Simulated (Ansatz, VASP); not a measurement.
# TiO2: VASP beside Ansatz

File POSCAR:

```
TiO2
1.0
    4.5940000000      0.0000000000      0.0000000000
    0.0000000000      4.5940000000      0.0000000000
    0.0000000000      0.0000000000      2.9590000000
Ti O
2 4
Direct
    0.0000000000      0.0000000000      0.0000000000
    0.5000000000      0.5000000000      0.5000000000
    0.3060000000      0.3060000000      0.0000000000
    0.1940000000      0.8060000000      0.5000000000
    0.6940000000      0.6940000000      0.0000000000
    0.8060000000      0.1940000000      0.5000000000
```

INCAR.step1

```
SYSTEM = TiO2
PREC     = Accurate       ! precision mode
ENCUT    = 660            ! plane-wave cutoff, eV
ISMEAR   = 0              ! smearing method
SIGMA    = 0.05           ! smearing width, eV
LREAL    = .False.        ! projectors in reciprocal space
LASPH    = .True.         ! aspherical terms in the spheres
NELM     = 200            ! most SCF steps
ISPIN    = 2              ! spin polarisation
MAGMOM   = 1 1 0 0 0 0    ! initial moments
LMAXMIX  = 4              ! l up to which the mixer works
LDAU     = .True.         ! DFT+U
LDAUTYPE = 2            
LDAUL    = 2 -1           ! shell
LDAUU    = 1.1 0          ! U, eV
LDAUJ    = 0 0          
NBANDS   = 37             ! bands
GGA      = PE             ! functional
ALGO     = Normal         ! electronic algorithm
EDIFF    = 1E-5           ! SCF threshold, eV
LWAVE    = .True.         ! write WAVECAR
LCHARG   = .False.        ! write CHGCAR
GGA_COMPAT= .False.
```

Contents of INCAR.step2:

```
SYSTEM = TiO2
PREC     = Accurate       ! precision mode
ENCUT    = 660            ! plane-wave cutoff, eV
EDIFF    = 1E-6           ! SCF threshold, eV
ISMEAR   = 0              ! smearing method
SIGMA    = 0.05           ! smearing width, eV
LREAL    = .False.        ! projectors in reciprocal space
LASPH    = .True.         ! aspherical terms in the spheres
NELM     = 200            ! most SCF steps
ALGO     = Normal         ! electronic algorithm
ISIF     = 2              ! what is computed and relaxed
LWAVE    = .False.        ! write WAVECAR
LCHARG   = .False.        ! write CHGCAR
ISPIN    = 2              ! spin polarisation
MAGMOM   = 1 1 0 0 0 0    ! initial moments
LORBIT   = 11             ! projections on sites
LMAXMIX  = 4              ! l up to which the mixer works
LDAU     = .True.         ! DFT+U
LDAUTYPE = 2            
LDAUL    = 2 -1           ! shell
LDAUU    = 1.1 0          ! U, eV
LDAUJ    = 0 0          
LDAUPRINT= 1            
METAGGA  = R2SCAN         ! meta-GGA
LMIXTAU  = .True.       
NBANDS   = 37             ! bands
ISTART   = 1            
GGA_COMPAT= .False.
```

File KPOINTS:

```
Automatic mesh
0
Gamma
  4 4 7
  0 0 0
```

Input for Ansatz:

```yaml
crystal:
  lattice:
    - [4.594, 0.0, 0.0]
    - [0.0, 4.594, 0.0]
    - [0.0, 0.0, 2.959]
  atoms:
    - { symbol: Ti, position: [0.0, 0.0, 0.0], spin: 1.0 }
    - { symbol: Ti, position: [0.5, 0.5, 0.5], spin: 1.0 }
    - { symbol: O, position: [0.306, 0.306, 0.0] }
    - { symbol: O, position: [0.194, 0.806, 0.5] }
    - { symbol: O, position: [0.694, 0.694, 0.0] }
    - { symbol: O, position: [0.806, 0.194, 0.5] }
magnetization:
  spin_polarized: true
hamiltonian:
  xc: r2scan
  pseudopotentials: { kind: paw }
  hubbard: { sites: [{ species: Ti, l: d, u_eff: 1.1 }] }
basis:
  ecutwfc: 500
kpoints:
  mp_grid: { grid: [4, 4, 7] }
scf:
  occupations: { method: gaussian, width: 0.05 }
output:
  forces: true
  stress: true
```

Alike in both runs: task single point; functional r2SCAN; k mesh 4 × 4 × 7; occupations gaussian, width 0.05 eV; collinear spin; Hubbard terms Ti d U = 1.1 eV.

```csv
,VASP,Ansatz
version,VASP 6.6.1,Ansatz 0.2.0
potentials or method,"VASP PAW PBE potentials, release 64 (Ti_sv, O), cutoff 660 eV","PAW, plane waves, scalar-relativistic"
valence electrons in the cell,48,48
```

```csv
,VASP,Ansatz,Ansatz less VASP
pressure (GPa),3.3,1.2,-2.06
"traceless stress, the component that is largest in VASP (GPa)",1.06,0.40,-0.664
rms of the force components (eV/Å),0.124,0.090,-0.0340
net moment per atom (μB),0.00,0.00,0.000
```

VASP's potentials were made for PBE, not for r2SCAN. The programs project onto different local orbitals, so the same U acts differently, and such runs can settle in different states. Atom by atom the forces differ by 0.034 eV/Å (rms over components). Ansatz's warnings: seeded moment not kept, stability check not made.
